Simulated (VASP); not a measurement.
# GdO: single point with PBEsol

GdO:

```xyz
2
Lattice="0.0000 2.7355 2.7355 2.7355 0.0000 2.7355 2.7355 2.7355 0.0000" Properties=species:S:1:pos:R:3 pbc="T T T"
Gd    0.0000    0.0000    0.0000
O     4.1033    4.1033    4.1033
```

```json
{
 "Program": "VASP 6.6.1",
 "Task": "single point",
 "Functional": "PBEsol",
 "Potentials or basis": "VASP PAW PBE potentials, release 64 (Gd, O)",
 "Cutoff": "520 eV",
 "k mesh": "9 × 9 × 9",
 "Occupations": "fermi-dirac, width 0.05 eV",
 "Spin": "collinear spin, ferromagnetic start",
 "Starting moments": "[7.0, 0.0] μB",
 "Dipole correction": "no",
 "Further INCAR settings": "ALGO = Normal; EDIFF = 1e-06; NBANDS = 23"
}
```

- Pressure: -7.5 GPa
- Net moment: 7.51 μB per cell
- Site moments: Gd +6.86; O -0.03 μB
- Valence electrons inside the program's atomic spheres: Gd 15.17; O 4.95

Levels at points of the mesh, in eV from the Fermi level:
Spin up:
```csv
k point,band 12,band 13,band 14,band 15,band 16,band 17,band 18,band 19,band 20,band 21
"(0.00, 0.00, 0.00)",-4.74,-4.58,-4.58,-4.58,-2.21,2.48,2.48,4.37,4.37,4.37
```
Spin down:
```tsv
k point	band 6	band 7	band 8	band 9	band 10	band 11
(0.00, 0.00, 0.00)	-5.38	-5.38	-5.38	-1.48	0.37	0.37
```

It took 3.9 min on 1 thread of Intel Xeon 8259CL, with other jobs on the host, peak memory 0.23 GiB.

Caveat: the cell stands under tension; the PAW data sets were made with another functional, which shifts forces and pressure a little; spin-orbit coupling is left out, which moves the levels of the heavy elements; a cell with one magnetic atom can't hold antiferromagnetic order, which such compounds often take; semilocal functionals describe open f shells poorly, which spoils levels, moments and volumes. The state reached can hang on the start; a lower one may exist.
